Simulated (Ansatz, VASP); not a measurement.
Fe in VASP and in Ansatz

The input INCAR:

```
ALGO = Normal
EDIFF = 1E-6
ENCUT = 600
GGA = PE
GGA_COMPAT = False
ISIF = 2
ISMEAR = 0
ISPIN = 2
LASPH = True
LCHARG = True
LELF = True
LMAXMIX = 4
LORBIT = 11
LREAL = False
LVHAR = True
LWAVE = False
MAGMOM = 4
NBANDS = 14
NELM = 200
PREC = Accurate
SIGMA = 0.1
```

Contents of KPOINTS:

```
k-points
0
Gamma
  8 8 8
```

POSCAR

```
Fe
1.0
   -1.4315177495      1.4315177495      1.4315177495
    1.4315177495     -1.4315177495      1.4315177495
    1.4315177495      1.4315177495     -1.4315177495
Fe
1
Direct
    0.3610000000      0.9870000000      0.5260000000
```

Input for Ansatz:

```yaml
crystal:
  lattice:
    - [-1.4315177495, 1.4315177495, 1.4315177495]
    - [1.4315177495, -1.4315177495, 1.4315177495]
    - [1.4315177495, 1.4315177495, -1.4315177495]
  atoms:
    - { symbol: Fe, position: [0.361, 0.987, 0.526], spin: 4.0 }
basis:
  ecutwfc: 420
kpoints:
  mp_grid: { grid: [8, 8, 8] }
hamiltonian:
  xc: pbe
scf:
  occupations: { method: gaussian, width: 0.1 }
  lower_state_search: "off"
output:
  forces: true
  stress: true
  eigenvalues: true
  populations: true
magnetization:
  spin_polarized: true
```

Alike in both runs: task single point; functional PBE; k mesh 8 × 8 × 8; occupations gaussian, width 0.1 eV; collinear spin.

|  | VASP | Ansatz |
| --- | --- | --- |
| version | VASP 6.6.1 | Ansatz 0.2.0 |
| potentials or method | VASP PAW PBE potentials, release 64 (Fe), cutoff 600 eV | scalar-relativistic, plane waves, PAW |
| valence electrons in the cell | 8 | 16 |

|  | VASP | Ansatz | Ansatz less VASP |
| --- | --- | --- | --- |
| gap on the k mesh at the Fermi level (eV) | none | none | - |
| pressure (GPa) | -3.4 | -3.0 | +0.40 |
| net moment per atom (μB) | 2.35 | 2.35 | -0.001 |
| size of the moment on the site where the two differ most (μB) | 2.36 | 2.41 | +0.049 |

Site moments also hang on the region over which each program counts them. A gap of «none» marks a metal or a gap that the smearing closes. VASP's potentials hold 8 valence electrons a cell and Ansatz's 16, so a difference there can come from the potentials and not from the codes.

The k mesh is coarse, so the values compare programs but aren't converged.
